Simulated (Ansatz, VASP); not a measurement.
# Two plane-wave programs on SiGe

```
Si Ge
1.0
     3.86533    0.00000    0.00000
    -1.93267    3.34748    0.00000
     0.00000    0.00000    6.38914
Si Ge
2 2
Direct
  0.66667 0.33333 0.87441
  0.33333 0.66667 0.37441
  0.66667 0.33333 0.50059
  0.33333 0.66667 0.00059
```

Change from the starting cell: equal strain along all axes, cell held, atoms relaxed: -1.0 %.

Alike in both runs: functional r2SCAN; k mesh 12 × 12 × 4; occupations gaussian, width 0.02 eV; no spin polarisation.

Ansatz relaxed the structure, and its values are those at the end. VASP's run is a single point on that final structure, the one shown.

|  | VASP | Ansatz |
| --- | --- | --- |
| version | VASP 6.6.1 | Ansatz 0.2.0 |
| potentials or method | VASP PAW PBE potentials, release 64 (Si, Ge_d), cutoff 520 eV | scalar-relativistic, plane waves, PAW |
| valence electrons in the cell | 36 | 36 |

Ansatz gave:

```
gap on the k mesh at the Fermi level (eV) : 0.61
least direct gap on the mesh (eV)         : 0.88
pressure (GPa)                            : 2.7
rms of the force components (eV/Å)        : 0.001
```

Task: Estimate VASP's values.

Result: gap on the k mesh at the Fermi level (eV): 0.61; least direct gap on the mesh (eV): 0.87; pressure (GPa): 2.7; rms of the force components (eV/Å): 0.003.

VASP's potentials were made for PBE, not for r2SCAN. Ansatz's warnings: stress scf threshold loose.
